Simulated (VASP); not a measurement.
A run of VASP 6.6.1 is set up as follows.

The input INCAR:

```
SYSTEM = Ir
PREC = Accurate
ENCUT = 500
EDIFF = 1E-6
ISMEAR = -1
SIGMA = 0.05
LREAL = .False.
LASPH = .True.
NELM = 120
ALGO = Normal
ISIF = 2
LWAVE = .False.
LCHARG = .False.
GGA = PE
NBANDS = 24
GGA_COMPAT = .False.
```

The input KPOINTS:

```
regular mesh
0
Gamma
  15 15 8
  0 0 0
```

File POSCAR:

```
Ir
1.0
    2.7513778946      0.0000000000      0.0000000000
   -1.3756889473      2.3827631521      0.0000000000
    0.0000000000      0.0000000000      4.4622900000
Ir
2
Direct
    0.3333333333      0.6666666667      0.2500000000
    0.6666666667      0.3333333333      0.7500000000
```

Potentials or basis: VASP PAW PBE potentials, release 64 (Ir_sv_GW).

The run is started by

```sh
$ cat potpaw_PBE.64/Ir_sv_GW/POTCAR > POTCAR
$ mpirun -np 1 vasp_std > vasp.out
```

Q: Estimate the pressure.

A: -4.7 GPa.

Q: What does it give for the band gap on the k mesh?

A: Zero (bands 17 and 18 overlap by 3.11 eV).

Stress tensor (GPa, compression positive):
```
-4.62  0.00  0.00
 0.00 -4.62  0.00
 0.00  0.00 -4.86
```

Caveat: the cell stands under tension; spin-orbit coupling is left out, which moves the levels of the heavy elements.
